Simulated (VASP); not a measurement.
Runs of VASP 6.6.1 on GaSnP. The structure is that of space group P6mm (No. 183), or close to it. The cells are those of the table. 

```tsv
task	cell	k mesh	cutoff (eV)	gap on the mesh (eV)	pressure (GPa)	relaxed volume (Å³/atom)	largest force (eV/Å)
relaxation of cell and atoms	relaxed from a = 3.018, b = 3.018, c = 8.023 Å, angles 90.0, 90.0, 120.0°, 3 atoms	18 × 18 × 6	600	none	0.0	21.37	-
single point	a = 3.018, b = 3.018, c = 8.023 Å, angles 90.0, 90.0, 120.0°, 3 atoms	6 × 6 × 2	520	none	0.0	-	0.02
single point	a = 3.319, b = 3.319, c = 8.584 Å, angles 90.0, 90.0, 120.0°, 3 atoms	6 × 6 × 2	520	none	(b)	-	2.98
relaxation of cell and atoms	relaxed from a = 3.319, b = 3.319, c = 8.584 Å, angles 90.0, 90.0, 120.0°, 3 atoms	6 × 6 × 2	600	none	0.1	(a)	-
single point	a = 3.009, b = 3.009, c = 8.173 Å, angles 90.0, 90.0, 120.0°, 3 atoms	18 × 18 × 6	520	none	0.0	-	0.01
```

Alike in all rows: level PBE; potentials or basis VASP PAW PBE potentials, release 64 (Ga_d, Sn_d, P); no spin polarisation; smearing gaussian 0.1 eV.

Q: Fill in the values left out.

A: (a) 21.09; (b) 1.5.

Caveats: some runs use coarse meshes; spin-orbit coupling is left out, which moves the levels of the heavy elements; forces of over 1 eV/Å act on the atoms, so gaps and moduli don't describe the material at rest (some runs); the volume moved by over 15 % at a fixed basis, so the end points are rough (some runs).

A k mesh can miss the band edges, and the runs leave out spin-orbit coupling on Ga, Sn.

A gap of «none» marks levels without a gap at the run's occupations.
